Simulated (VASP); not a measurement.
# CdSi47 (a cell with a defect) in VASP: single point with PBE

Aim: the single point of CdSi47 (a cell with a defect) with PBE.

Program: VASP 6.6.1. These are calculated values, not measurements. Logs are shortened: lines on timing, memory, paths and dates and some standing lists are left out, and cuts for length are marked.

### Step 1. The cell of the first run

The cell holds a defect, 48 atoms: a = 11.384 Å, b = 7.590 Å, c = 12.710 Å, α = 90.00°, β = 90.00°, γ = 120.00°.

### Step 2. Single point, PBE

File INCAR:

```
ALGO = Normal
EDIFF = 1E-7
ENCUT = 520
GGA = PE
ISIF = 2
ISMEAR = -1
LASPH = True
LCHARG = False
LREAL = Auto
LUSENCCL = False
LWAVE = False
NBANDS = 130
NELECT = 202.0
NELM = 100
PREC = Accurate
SIGMA = 0.01
```

File KPOINTS:

```
k-points
0
Gamma
  2 3 2
```

File POSCAR:

```
CdSi47
1.0
   11.3844000000      0.0000000000      0.0000000000
   -3.7948000000      6.5727864046      0.0000000000
    0.0000000000      0.0000000000     12.7099000000
Si Cd
47 1
Direct
   -0.0082867869     -0.0140780165      0.4117609081
   -0.0030770047      0.5059159668      0.4128416706
    0.3309943157     -0.0021741533      0.4064661005
    0.3438876102      0.5120006796      0.4123716023
    0.6713160138      0.0073638688      0.4059511836
    0.6605356840      0.4905653605      0.4052016944
   -0.0017709264     -0.0046932039      0.9048610963
   -0.0010920962      0.5023531497      0.9046733210
    0.3327835535     -0.0003836166      0.9080634566
    0.3372130260      0.5031253566      0.9036216103
    0.6677614526      0.0017610610      0.9090943072
    0.6652989146      0.4978682650      0.9102898910
    0.0004644109     -0.0008584089      0.0885871735
    0.0008939913      0.5010194832      0.0882784986
    0.3330274302     -0.0003431349      0.0941281659
    0.3344331566      0.5008902562      0.0874926766
    0.6671738990      0.0006193165      0.0947659344
    0.6663254291      0.4989373620      0.0955075580
   -0.0025350326     -0.0057260734      0.5943643023
   -0.0013633221      0.5025469748      0.5952164577
    0.3327405358     -0.0003744651      0.5922973398
    0.3375928003      0.5038183929      0.5948495774
    0.6674375758      0.0010889247      0.5918844786
    0.6654980141      0.4982711652      0.5908772472
    0.1078649058      0.8312158820      0.3449800129
    0.4409965590      0.3320039988      0.3450655948
    0.4492975964      0.8382723571      0.3453455791
    0.7819846836      0.3407699215      0.3446628718
    0.7742740437      0.8250960053      0.3451334743
    0.2221020111      0.1665692660      0.8425456897
    0.2224330769      0.6671030217      0.8428502643
    0.5550847884      0.1659211185      0.8439160406
    0.5600254405      0.6702460244      0.8432304350
    0.8891843511      0.1671666541      0.8433612345
    0.8844129947      0.6628239583      0.8426523997
    0.1121489146      0.3335686993      0.1432530095
    0.1097831202      0.8319160866      0.1573400374
    0.4428223053      0.3337946352      0.1579445643
    0.4439690107      0.8313466290      0.1577313484
    0.7807965981      0.3353179198      0.1578229416
    0.7797425968      0.8344518263      0.1577601398
    0.2218065205      0.1671734186      0.6557550212
    0.2223862875      0.6665806276      0.6564932374
    0.5550726671      0.1661092407      0.6568591991
    0.5587300809      0.6689358706      0.6581666537
    0.8891995571      0.1670745620      0.6568128444
    0.8849855758      0.6633302718      0.6593587837
    0.1136436697      0.3336974938      0.3375123708
```

Potentials or basis: VASP PAW PBE potentials, release 64 (Si, Cd).

The run is started by

```bash
$ cat potpaw_PBE.64/Si/POTCAR potpaw_PBE.64/Cd/POTCAR > POTCAR
$ mpirun -np 1 vasp_std > vasp.out
```

OUTCAR:

```text
EDIFF = 1E-7
   ENCUT = 520
   GGA = PE
   ISIF = 2
   ISMEAR = -1
   LASPH = True
   LREAL = Auto
   NELECT = 202.0
   NELM = 100
   PREC = Accurate

 ion  position               nearest neighbor table
   1  0.992  0.986  0.412-  29 2.31  19 2.32  25 2.32  48 2.47
   2  0.997  0.506  0.413-  28 2.29  25 2.31  20 2.32  48 2.48
   3  0.331  0.998  0.406-  26 2.33  25 2.33  27 2.35  21 2.36
   4  0.344  0.512  0.412-  27 2.31  26 2.31  22 2.32  48 2.46
   5  0.671  0.007  0.406-  27 2.32  28 2.33  29 2.35  23 2.36
   6  0.661  0.491  0.405-  26 2.30  28 2.32  29 2.33  24 2.36
[... 40 lines left out ...]
  47  0.885  0.663  0.659-  20 2.33  19 2.33  35 2.33  24 2.33
  48  0.114  0.334  0.338-   4 2.46  36 2.47   1 2.47   2 2.48

  Warning from LATTYP: Monoclinic adjustment (A1->A3, A2->A1, A3->A2)!
  Warning from LATTYP: Got some problem with cell dimensions!
  Tried to take original basis but could not verify dimensions!
  LATTYP: Found a simple monoclinic cell.
 ALAT       =     7.5896000000
 B/A-ratio  =     1.6746468852
 C/A-ratio  =     1.3228756555
 COS(beta)  =    -0.1889822365

  Lattice vectors:

 A1 = (  -3.7948000000,   6.5727864046,   0.0000000000)
 A2 = (   0.0000000000,   0.0000000000, -12.7099000000)
 A3 = (  -7.5896000000,  -6.5727864046,   0.0000000000)

Analysis of symmetry for initial positions (statically):
=====================================================================
 Subroutine PRICEL returns:
 Original cell was already a primitive cell.

 Routine SETGRP: Setting up the symmetry group for a
 simple monoclinic supercell.

 Subroutine GETGRP returns: Found  1 space group operations
 (whereof  1 operations were pure point group operations)
 out of a pool of  4 trial point group operations.

The static configuration has the point symmetry C_1 .

Analysis of symmetry for dynamics (positions and initial velocities):
=====================================================================
 Subroutine PRICEL returns:
 Original cell was already a primitive cell.

 Routine SETGRP: Setting up the symmetry group for a
 simple monoclinic supercell.

 Subroutine GETGRP returns: Found  1 space group operations
 (whereof  1 operations were pure point group operations)
 out of a pool of  4 trial point group operations.

The dynamic configuration has the point symmetry C_1 .

 Subroutine INISYM returns: Found  1 space group operations
 (whereof  1 operations are pure point group operations),
 and found     1 'primitive' translations

----------------------------------------------------------------------------------------

                                     Primitive cell

  volume of cell :     951.0466

  direct lattice vectors                    reciprocal lattice vectors
    11.384400000  0.000000000  0.000000000     0.087839500  0.050714159 -0.000000000
    -3.794800000  6.572786405  0.000000000     0.000000000  0.152142476  0.000000000
     0.000000000  0.000000000 12.709900000     0.000000000 -0.000000000  0.078678825

  length of vectors
    11.384400000  7.589600000 12.709900000     0.101428318  0.152142476  0.078678825

  position of ions in fractional coordinates (direct lattice)
     0.991713213  0.985921983  0.411760908
     0.996922995  0.505915967  0.412841671
     0.330994316  0.997825847  0.406466100
     0.343887610  0.512000680  0.412371602
     0.671316014  0.007363869  0.405951184
     0.660535684  0.490565360  0.405201694
[... 40 lines left out ...]
     0.884985576  0.663330272  0.659358784
     0.113643670  0.333697494  0.337512371

  ion indices of the primitive-cell ions
   primitive index   ion index
                 1           1
                 2           2
                 3           3
                 4           4
                 5           5
                 6           6
[... 40 lines left out ...]
                47          47
                48          48

----------------------------------------------------------------------------------------

 KPOINTS: k-points

[... 22 lines left out ...]
|           W WW W  AAAAAA  RRRRR   N  N N  II  N  N N  G  GGG   !            |
|           WW  WW  A    A  R   R   N   NN  II  N   NN  G    G                |
|           W    W  A    A  R    R  N    N  II  N    N   GGGG   !!!           |
|                                                                             |
|     Your reciprocal lattice and k-lattice belong to different lattice       |
|     classes:                                                                |
|                                                                             |
|        The reciprocal lattice is simple monoclinic,                         |
|        whereas your k-lattice is hexagonal.                                 |
|                                                                             |
|     Results are often still useful ...                                      |
|                                                                             |
 -----------------------------------------------------------------------------

 Subroutine IBZKPT returns following result:
 ===========================================

 Found      8 irreducible k-points:

 Following reciprocal coordinates:
            Coordinates               Weight
  0.000000  0.000000  0.000000      1.000000
  0.500000  0.000000  0.000000      1.000000
  0.000000  0.333333  0.000000      2.000000
  0.500000  0.333333  0.000000      2.000000
  0.000000  0.000000  0.500000      1.000000
  0.500000  0.000000  0.500000      1.000000
  0.000000  0.333333  0.500000      2.000000
  0.500000  0.333333  0.500000      2.000000
   k-points           NKPTS =      8   k-points in BZ     NKDIM =      8   number of bands    NBANDS=    130
   number of dos      NEDOS =    301   number of ions     NIONS =     48
   total plane-waves  NPLWV = 483840
   dimension x,y,z NGX =    90 NGY =   56 NGZ =   96
   dimension x,y,z NGXF=   180 NGYF=  112 NGZF=  192
   ions per type =              47   1
   NGX,Y,Z   is equivalent  to a cutoff of  13.14, 12.27, 12.56 a.u.
   NGXF,Y,Z  is equivalent  to a cutoff of  26.29, 24.53, 25.11 a.u.
 SYSTEM =  unknown system
   PREC   = accura    normal or accurate (medium, high low for compatibility)
   ISTART =      0    job   : 0-new  1-cont  2-samecut
   ICHARG =      2    charge: 1-file 2-atom 10-const
   ISPIN  =      1    spin polarized calculation?
   LNONCOLLINEAR =      F non collinear calculations
   LSORBIT =      F    spin-orbit coupling
   LASPH  =      T    aspherical Exc in radial PAW
   ENCUT  =  520.0 eV  38.22 Ry    6.18 a.u.  21.17 14.11 23.63*2*pi/ulx,y,z
   NELM   =    100;   NELMIN=  2; NELMDL= -5     # of ELM steps
   EDIFF  = 0.1E-06   stopping-criterion for ELM
   LREAL  =      T    real-space projection
   EDIFFG = 0.1E-05   stopping-criterion for IOM
   NSW    =      0    number of steps for IOM
   IBRION =     -1    ionic relax: 0-MD 1-quasi-New 2-CG
   NFREE  =      0    steps in history (QN), initial steepest desc. (CG)
   ISIF   =      2    stress and relaxation
   ISYM   =      2    0-nonsym 1-usesym 2-fastsym
   POTIM  = 0.5000    time-step for ionic-motion
   TEBEG  =    0.0;   TEEND  =   0.0 temperature during run
   PSTRESS=    0.0 pullay stress
   NELECT =     202.0000    total number of electrons
   NUPDOWN=      -1.0000    fix difference up-down
   EMIN   =  10.00;   EMAX   =-10.00  energy-range for DOS
   EFERMI =   0.00;   METHOD = LEGACY
   ISMEAR =    -1;   SIGMA  =   0.01  broadening in eV -4-tet -1-fermi 0-gaus
   EFERMI_NEDOS =   21; number of points for ismear=-14 and -15
   IALGO  =     38    algorithm
   IMIX   =      4    mixing-type and parameters
     AMIX     =   0.40;   BMIX     =  1.00
     AMIX_MAG =   1.60;   BMIX_MAG =  1.00
  volume/ion in A,a.u.               =      19.81       133.71
  Fermi-wavevector in a.u.,A,eV,Ry     =   0.976768  1.845824 12.980984  0.954075
  Thomas-Fermi vector in A             =   2.107413
   LORBIT       =      0    0 simple, 1 ext, 2 COOP (PROOUT), +10 PAW based schemes
   GGA     = PE    functional components
   LHFCALC =     F    Hartree Fock is set to
   AEXX    =    0.0000 exact exchange contribution
   IVDW    =     0    specifies the selected vdW correction
   LEPSILON=     F    determine dielectric tensor
   LRPA    =     F    only Hartree local field effects (RPA)
 non-spin polarized calculation
  energy-cutoff  :      520.00
  volume of cell :      951.05
 maximum number of plane-waves:     25672
 NGX is ok and might be reduce to    90
   NGX = 43   NGY = 29   NGZ = 47

 number of electron     201.9999998 magnetization

 Free energy of the ion-electron system (eV)
  ---------------------------------------------------
  ext. energy  EPLUGINS =         0.00000000
  ---------------------------------------------------
  free energy    TOTEN  =      -240.18024860 eV

  energy without entropy =     -240.17954113  energy(sigma->0) =     -240.17989487

 E-fermi :   6.6154     XC(G=0):  -9.5352

 val. band max:        6.5827007260   @ k =   0.5000   0.0000   0.5000
 cond. band min:       6.6539874441   @ k =   0.5000   0.0000   0.5000
 fundamental gap:      0.0712867181
 Fermi energy:         6.6153573221

 k-point     1 :       0.0000    0.0000    0.0000
  band No.  band energies     occupation
      1      -6.2276      2.00000
      2      -5.4771      2.00000
      3      -5.3992      2.00000
      4      -4.9764      2.00000
      5      -4.9078      2.00000
      6      -4.2428      2.00000
[... 917 lines left out ...]
    112       8.0984      0.00000
    113       8.1728      0.00000
 [bands above 113 left out]

------------------------ aborting loop because EDIFF is reached ----------------------------------------

  FORCE on cell =-STRESS in cart. coord.  units (eV):
  Direction    XX          YY          ZZ          XY          YZ          ZX
  --------------------------------------------------------------------------------------
  -------------------------------------------------------------------------------------
  Total       48.8566113     47.4829234     28.8543016      2.4473247      0.0074090     -0.1885984
  in kB       82.3061190     79.9919406     48.6092980      4.1228770      0.0124815     -0.3177217
  external PRESSURE =      70.3024525 kB  Pullay stress =       0.0000000 kB

 VOLUME and BASIS-vectors are now :
 -----------------------------------------------------------------------------
  energy-cutoff  :      520.00
  volume of cell :      951.05
      direct lattice vectors                 reciprocal lattice vectors
    11.384400000  0.000000000  0.000000000     0.087839500  0.050714159 -0.000000000
    -3.794800000  6.572786405  0.000000000     0.000000000  0.152142476  0.000000000
     0.000000000  0.000000000 12.709900000     0.000000000 -0.000000000  0.078678825

 POSITION                                       TOTAL-FORCE (eV/Angst)
 -----------------------------------------------------------------------------------
      7.54868      6.48025      5.23344        -0.003827     -0.011449      0.001998
      9.42952      3.32528      5.24718        -0.007972      0.010887      0.006847
     -0.01838      6.55850      5.16614         0.000833      0.003229     -0.004538
      1.97201      3.36527      5.24120         0.016309      0.009163      0.006480
      7.61459      0.04840      5.15960        -0.002298     -0.001568     -0.003562
      5.65821      3.22438      5.15007         0.003873      0.001044     -0.001758
[... 40 lines left out ...]
      7.55782      4.35993      8.38038        -0.000743      0.002117     -0.013409
      0.02745      2.19332      4.28975         0.004961     -0.004887     -0.013655
 -----------------------------------------------------------------------------------
    total drift:                               -0.010387     -0.002859      0.014096

  FREE ENERGIE OF THE ION-ELECTRON SYSTEM (eV)
  ---------------------------------------------------
  free  energy   TOTEN  =      -240.1802486009 eV

  energy  without entropy=     -240.1795411340  energy(sigma->0) =     -240.17989487
```

Run time: 2.5 min. Hardware: 1 × NVIDIA H100 80GB with 1 thread of AMD EPYC 7R13 (Zen 3), shared host; peak memory 2 GiB.

What came out:

| Quantity | Value |
| --- | --- |
| Free energy | -240.1802 eV |
| Largest force | 0.034 eV/Å |

Forces on the atoms (eV/Å):
```
Si  -0.004 -0.011  0.002
Si  -0.008  0.011  0.007
Si   0.001  0.003 -0.005
Si   0.016  0.009  0.006
Si  -0.002 -0.002 -0.004
Si   0.004  0.001 -0.002
Si  -0.003 -0.001 -0.004
Si   0.005  0.000 -0.006
Si  -0.001 -0.003 -0.002
Si  -0.003  0.003  0.000
Si   0.003  0.000 -0.004
Si   0.002  0.002 -0.002
Si  -0.001 -0.004  0.007
Si  -0.007  0.002  0.006
Si   0.006  0.004  0.006
Si   0.005  0.001  0.007
Si  -0.005 -0.001  0.003
Si   0.001 -0.001  0.008
Si   0.001  0.005  0.007
Si   0.003 -0.002  0.004
Si   0.001 -0.001 -0.002
Si  -0.005  0.000  0.006
Si  -0.003 -0.002  0.002
Si   0.001  0.000  0.002
Si  -0.002 -0.003  0.009
Si  -0.004 -0.001  0.001
Si  -0.001  0.002 -0.001
Si  -0.002 -0.003  0.000
Si  -0.003  0.000  0.006
Si   0.003 -0.001  0.000
Si  -0.001  0.003  0.001
Si  -0.001  0.000  0.008
Si   0.003  0.001  0.002
Si  -0.001  0.000  0.003
Si  -0.003 -0.001  0.001
Si   0.000 -0.001 -0.034
Si   0.000 -0.001  0.000
Si  -0.002  0.002  0.001
Si   0.001 -0.002  0.002
Si   0.002 -0.004 -0.006
Si  -0.003 -0.001 -0.007
Si  -0.001 -0.002 -0.003
Si   0.001 -0.001  0.003
Si   0.003 -0.001  0.001
Si   0.000  0.000 -0.006
Si   0.002  0.001  0.002
Si  -0.001  0.002 -0.013
Cd   0.005 -0.005 -0.014
```

Caveat: the cell carries a net charge on a neutralising background, which shifts energy and pressure; the cell is charged against a uniform background, so pressure and absolute levels hang on convention.
